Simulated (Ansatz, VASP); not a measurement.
**HfN in VASP and in Ansatz**

```
Hf N
1.0
     3.17515    0.00000    0.00000
    -1.58757    2.74976    0.00000
     0.00000    0.00000    5.48805
Hf N
2 2
Direct
  0.33333 0.66667 0.25000
  0.66667 0.33333 0.75000
  0.00000 0.00000 0.50000
  0.00000 0.00000 0.00000
```

Change from the starting cell: volume scaled by 1.04.

Alike in both runs: task single point; functional LDA; k mesh 10 × 10 × 5; occupations fermi-dirac, width 0.05 eV; no spin polarisation.

```csv
,VASP,Ansatz
version,VASP 6.6.1,Ansatz 0.2.0
potentials or method,"VASP PAW LDA potentials, release 64 (Hf_pv, N), cutoff 520 eV","all-electron LAPW, scalar-relativistic"
```

|  | VASP | Ansatz | Ansatz less VASP |
| --- | --- | --- | --- |
| gap on the k mesh at the Fermi level (eV) | none | none | - |
| pressure (GPa) | -19.4 | -18.1 | +1.26 |
| traceless stress, the component that is largest in VASP (GPa) | -0.44 | -0.46 | -0.023 |

LDA's correlation is that of Perdew and Zunger in VASP and of Perdew and Wang (1992) in Ansatz. A gap of «none» marks a metal or a gap that the smearing closes. Ansatz ran all-electron here, and VASP with PAW potentials.

Spin-orbit coupling is off throughout.
